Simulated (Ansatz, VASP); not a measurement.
**Sb in VASP and in Ansatz**

INCAR

```
ALGO = Normal
EDIFF = 1E-7
ENCUT = 520
GGA = PS
ISIF = 2
ISMEAR = -1
LASPH = True
LCHARG = False
LREAL = False
LWAVE = False
NBANDS = 8
NELM = 80
PREC = Accurate
SIGMA = 0.05
```

Contents of KPOINTS:

```
k-points
0
Gamma
  12 12 12
```

POSCAR

```
Sb
1.0
    3.0626494052      0.0000000000      0.0000000000
    0.0000000000      3.0626494052      0.0000000000
    0.0000000000      0.0000000000      3.0626494052
Sb
1
Direct
    0.0000000000      0.0000000000      0.0000000000
```

Input for Ansatz:

```yaml
crystal:
  lattice:
    - [3.0626494052, 0.0, 0.0]
    - [0.0, 3.0626494052, 0.0]
    - [0.0, 0.0, 3.0626494052]
  atoms:
    - { symbol: Sb, position: [0.0, 0.0, 0.0] }
kpoints:
  mp_grid: { grid: [12, 12, 12] }
scf:
  occupations: { method: fermi_dirac, width: 0.05 }
hamiltonian:
  xc: pbesol
  pseudopotentials: { kind: all_electron, lapw: { basis_error: 0.0005 } }
output:
  forces: true
  stress: true
  eigenvalues: true
```

Change from the starting cell: volume scaled by 0.98.

Alike in both runs: task single point; functional PBEsol; k mesh 12 × 12 × 12; occupations fermi-dirac, width 0.05 eV; no spin polarisation.

|  | VASP | Ansatz |
| --- | --- | --- |
| version | VASP 6.6.1 | Ansatz 0.2.0 |
| potentials or method | VASP PAW PBE potentials, release 64 (Sb), cutoff 520 eV | all-electron LAPW, scalar-relativistic |

Ansatz gave:

* pressure (GPa): 0.0

Task: Which values does VASP return?

Result: Pressure (GPa): 0.1.

VASP's potentials were made for PBE, not for PBEsol. Ansatz ran all-electron here, and VASP with PAW potentials.

Spin-orbit coupling is off throughout.
